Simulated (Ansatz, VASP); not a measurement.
Y in VASP and in Ansatz

File INCAR:

```
PREC = Accurate
ENCUT = 520
EDIFF = 1E-7
ISMEAR = -1
SIGMA = 0.1
LREAL = False
LASPH = True
NELM = 100
ALGO = Normal
ISIF = 2
LWAVE = False
LCHARG = False
GGA = B5
ALDAX = 1.0
AGGAX = 1.0
AGGAC = 1.0
ALDAC = 0.0
NBANDS = 18
```

Contents of KPOINTS:

```
regular mesh
0
Gamma
  16 16 9
```

Contents of POSCAR:

```
Y
1.0
    3.8271909066      0.0000000000      0.0000000000
   -1.9135954533      3.3144445503      0.0000000000
    0.0000000000      0.0000000000      5.9694818413
Y
2
Direct
    0.3333333333      0.6666666667      0.2500000000
    0.6666666667      0.3333333333      0.7500000000
```

Input for Ansatz:

```yaml
crystal:
  lattice:
    - [3.8271909066, 0.0, 0.0]
    - [-1.9135954533, 3.3144445503, 0.0]
    - [0.0, 0.0, 5.9694818413]
  atoms:
    - { symbol: "Y", position: [0.3333333333, 0.6666666667, 0.25] }
    - { symbol: "Y", position: [0.6666666667, 0.3333333333, 0.75] }
hamiltonian:
  xc: blyp
  pseudopotentials:
    kind: paw
    azcp:
      "Y": "pseudopotentials/Y.paw.azcp"
basis:
  ecutwfc: 420
  fft_grid_basis: typed
kpoints:
  mp_grid: { grid: [16, 16, 9], shift: [0, 0, 0] }
magnetization:
  spin_polarized: false
scf:
  occupations: { method: fermi_dirac, width: 0.1 }
output:
  stress: true
```

Alike in both runs: task single point; functional BLYP; k mesh 16 × 16 × 9; occupations fermi-dirac, width 0.1 eV; no spin polarisation.

```csv
,VASP,Ansatz
version,VASP 6.6.1,Ansatz 0.2.0
potentials or method,"VASP PAW PBE potentials, release 64 (Y_sv), cutoff 520 eV","plane waves (420 eV) with PAW, scalar-relativistic"
valence electrons in the cell,22,22
```

|  | VASP | Ansatz | Ansatz less VASP |
| --- | --- | --- | --- |
| pressure (GPa) | -3.6 | -3.6 | +0.02 |
| traceless stress, the component that is largest in VASP (GPa) | -0.05 | -0.05 | +0.002 |

VASP's potentials were made for PBE, not for BLYP.
